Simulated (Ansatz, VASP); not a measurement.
## AlGa3N4: VASP beside Ansatz

```xyz
8
Lattice="5.1424 0.0000 0.0001 0.0000 3.1650 0.0000 -0.0036 0.0000 5.6839" Properties=species:S:1:pos:R:3 pbc="T T T"
Al    0.0007    1.5825    3.7932
Ga    2.5654    1.5825    1.9037
Ga    2.5632    0.0000    4.7266
Ga    5.1410    0.0000    0.9447
N     0.6142    1.5825    1.9331
N     0.6020    0.0000    4.6971
N     3.1899    0.0000    0.9448
N     3.2436    1.5825    3.7930
```

Change from the starting cell: strain +0.0375 x Voigt [0, 0, 1, 0, 0, 0], atoms carried along.

Alike in both runs: task single point; functional PBEsol; k mesh 6 × 8 × 6; occupations gaussian, width 0.05 eV; no spin polarisation.

|  | VASP | Ansatz |
| --- | --- | --- |
| version | VASP 6.6.1 | Ansatz 0.2.0 |
| potentials or method | VASP PAW PBE potentials, release 64 (Al, Ga_d, N), cutoff 520 eV | scalar-relativistic, plane waves, PAW |
| valence electrons in the cell | 62 | 62 |

|  | VASP | Ansatz | Ansatz less VASP |
| --- | --- | --- | --- |
| gap on the k mesh at the Fermi level (eV) | 2.06 | 2.04 | -0.015 |
| least direct gap on the mesh (eV) | 2.06 | 2.04 | -0.015 |
| pressure (GPa) | -6.5 | -6.3 | +0.13 |
| traceless stress, the component that is largest in VASP (GPa) | -7.29 | -7.26 | +0.027 |
| rms of the force components (eV/Å) | 0.160 | 0.162 | +0.0016 |

VASP's potentials were made for PBE, not for PBEsol. Atom by atom the forces differ by 0.004 eV/Å (rms over components). With one functional, cell and mesh, what is left measures potentials, basis and numerics.
